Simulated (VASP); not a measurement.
Wanted: the native input for a VASP 6.6.1 run.

- Task: single point
- Functional: r2SCAN
- Potentials or basis: VASP PAW PBE potentials, release 64 (Cd, Te)
- Cutoff: 520 eV
- k mesh: 4 × 4 × 4
- Occupations: gaussian, width 0.01 eV
- Spin: no spin polarisation
- Dipole correction: no
- Further INCAR settings: ALGO = Normal; EDIFF = 1e-07; NBANDS = 16

Crystal: CdTe.

```xyz
2
Lattice="0.0000 3.2800 3.2800 3.2800 0.0000 3.2800 3.2800 3.2800 0.0000" Properties=species:S:1:pos:R:3 pbc="T T T"
Cd    0.0000    0.0000    0.0000
Te    1.6400    1.6400    1.6400
```

These files were run (other wordings do the same):

POSCAR

```
CdTe
1.0
    0.0000000000      3.2799551172      3.2799551172
    3.2799551172      0.0000000000      3.2799551172
    3.2799551172      3.2799551172      0.0000000000
Cd Te
1 1
Direct
    0.0000000000      0.0000000000      0.0000000000
    0.2500000000      0.2500000000      0.2500000000
```

INCAR.step1

```
ALGO = Normal
EDIFF = 1E-4
ENCUT = 520
GGA = PE
ISMEAR = 0
LASPH = T
LCHARG = F
LREAL = F
LWAVE = T
NBANDS = 16
NELM = 100
PREC = Accurate
SIGMA = 0.01
```

INCAR.step2

```
ALGO = Normal
EDIFF = 1E-7
ENCUT = 520
ISIF = 2
ISMEAR = 0
ISTART = 1
LASPH = T
LCHARG = T
LELF = T
LMIXTAU = T
LREAL = F
LVHAR = T
LWAVE = F
METAGGA = R2SCAN
NBANDS = 16
NELM = 100
PREC = Accurate
SIGMA = 0.01
```

KPOINTS

```
k-points
0
Gamma
  4 4 4
```

Potentials or basis: VASP PAW PBE potentials, release 64 (Cd, Te).

The run is started by

```console
$ cat potpaw_PBE.64/Cd/POTCAR potpaw_PBE.64/Te/POTCAR > POTCAR
$ cp INCAR.step1 INCAR
$ mpirun -np 1 vasp_std > vasp.out
$ cp INCAR.step2 INCAR
$ mpirun -np 1 vasp_std > vasp.out
```

It gave:

```yaml
Pressure: 0.3 GPa
Band_gap_on_the_k_mesh: 1.14 eV, direct
```

Caveat: the PAW data sets were made with another functional, which shifts forces and pressure a little; spin-orbit coupling is left out, which moves the levels of the heavy elements.

Wall time 42 s on 1 thread of Intel Xeon 6975P-C, with other jobs on the host, peak memory 0.22 GiB.
